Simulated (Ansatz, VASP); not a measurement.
## Ga: VASP beside Ansatz

POSCAR

```
Ga
1.0
    4.6627242957      0.0000000000      0.0000000000
   -2.3313621479      4.0380376909      0.0000000000
    0.0000000000      0.0000000000      3.0344254160
Ga
3
Direct
    0.0000000000      1.0000000000      0.0000000000
    0.3333333333      0.6666666667      0.5000000000
    0.6666666667      0.3333333333      0.5000000000
```

File INCAR.step1:

```
PREC     = Accurate       # precision mode
ENCUT    = 520            # plane-wave cutoff, eV
ISMEAR   = -1             # smearing method
SIGMA    = 0.1            # smearing width, eV
LREAL    = False          # projectors in reciprocal space
LASPH    = True           # aspherical terms in the spheres
NELM     = 80             # most SCF steps
NBANDS   = 26             # bands
GGA      = PE             # functional
ALGO     = Normal         # electronic algorithm
EDIFF    = 1E-4           # SCF threshold, eV
LWAVE    = True           # write WAVECAR
LCHARG   = False          # write CHGCAR
```

The input INCAR.step2:

```
PREC     = Accurate       # precision mode
ENCUT    = 520            # plane-wave cutoff, eV
EDIFF    = 1E-6           # SCF threshold, eV
ISMEAR   = -1             # smearing method
SIGMA    = 0.1            # smearing width, eV
LREAL    = False          # projectors in reciprocal space
LASPH    = True           # aspherical terms in the spheres
NELM     = 80             # most SCF steps
ALGO     = Normal         # electronic algorithm
ISIF     = 2              # what is computed and relaxed
LWAVE    = False          # write WAVECAR
LCHARG   = False          # write CHGCAR
METAGGA  = R2SCAN         # meta-GGA
LMIXTAU  = True         
NBANDS   = 26             # bands
ISTART   = 1
```

KPOINTS

```
Automatic mesh
0
Gamma
  9 9 12
```

Input for Ansatz:

```yaml
crystal:
  lattice:
    - [4.6627242957, 0.0, 0.0]
    - [-2.3313621479, 4.0380376909, 0.0]
    - [0.0, 0.0, 3.034425416]
  atoms:
    - { symbol: Ga, position: [0.0, 1.0, 0.0] }
    - { symbol: Ga, position: [0.3333333333, 0.6666666667, 0.5] }
    - { symbol: Ga, position: [0.6666666667, 0.3333333333, 0.5] }
hamiltonian:
  xc: r2scan
  pseudopotentials:
    kind: paw
    azcp:
      Ga: "pseudopotentials/Ga.paw.azcp"
basis:
  ecutwfc: 500
  fft_grid_basis: typed
kpoints:
  mp_grid: { grid: [9, 9, 12], shift: [0, 0, 0] }
magnetization:
  spin_polarized: false
scf:
  occupations: { method: fermi_dirac, width: 0.1 }
  lower_state_search: "off"
output:
  stress: true
```

Alike in both runs: task single point; functional r2SCAN; k mesh 9 × 9 × 12; occupations fermi-dirac, width 0.1 eV; no spin polarisation.

|  | VASP | Ansatz |
| --- | --- | --- |
| version | VASP 6.6.1 | Ansatz 0.2.0 |
| potentials or method | VASP PAW PBE potentials, release 64 (Ga_d), cutoff 520 eV | plane waves (500 eV) with PAW, scalar-relativistic |
| valence electrons in the cell | 39 | 39 |

VASP gave:

```
pressure (GPa)                                                : -1.8
traceless stress, the component that is largest in VASP (GPa) : 0.33
```

Task: What did Ansatz give for the same quantities?

Result: Pressure (GPa): -2.0; traceless stress, the component that is largest in VASP (GPa): 0.39.

VASP's potentials were made for PBE, not for r2SCAN.
